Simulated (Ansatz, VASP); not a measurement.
One calculation of TaN, two programs

```
CELL_PARAMETERS angstrom
0.00000 2.10580 2.18784
2.18784 0.00000 2.18784
2.18784 2.10580 0.00000
ATOMIC_POSITIONS crystal
Ta 0.50000 0.50000 0.50000
N 0.00000 0.00000 0.00000
```

Change from the starting cell: strain -0.0375 x Voigt [0, 1, 0, 0, 0, 0], atoms carried along.

Alike in both runs: task single point; functional PBEsol; k mesh 24 × 24 × 24; occupations gaussian, width 0.15 eV; no spin polarisation.

|  | VASP | Ansatz |
| --- | --- | --- |
| version | VASP 6.6.1 | Ansatz 0.2.0 |
| potentials or method | VASP PAW PBE potentials, release 64 (Ta_pv, N), cutoff 520 eV | scalar-relativistic, plane waves, PAW |
| valence electrons in the cell | 16 | 18 |

|  | VASP | Ansatz | Ansatz less VASP |
| --- | --- | --- | --- |
| gap on the k mesh at the Fermi level (eV) | none | none | - |
| pressure (GPa) | 17.5 | 16.2 | -1.25 |
| traceless stress, the component that is largest in VASP (GPa) | 21.06 | 20.87 | -0.190 |

VASP's potentials were made for PBE, not for PBEsol. A gap of «none» marks a metal or a gap that the smearing closes. VASP's potentials hold 16 valence electrons a cell and Ansatz's 18, so a difference there can come from the potentials and not from the codes.

Neither program's run includes spin-orbit coupling.
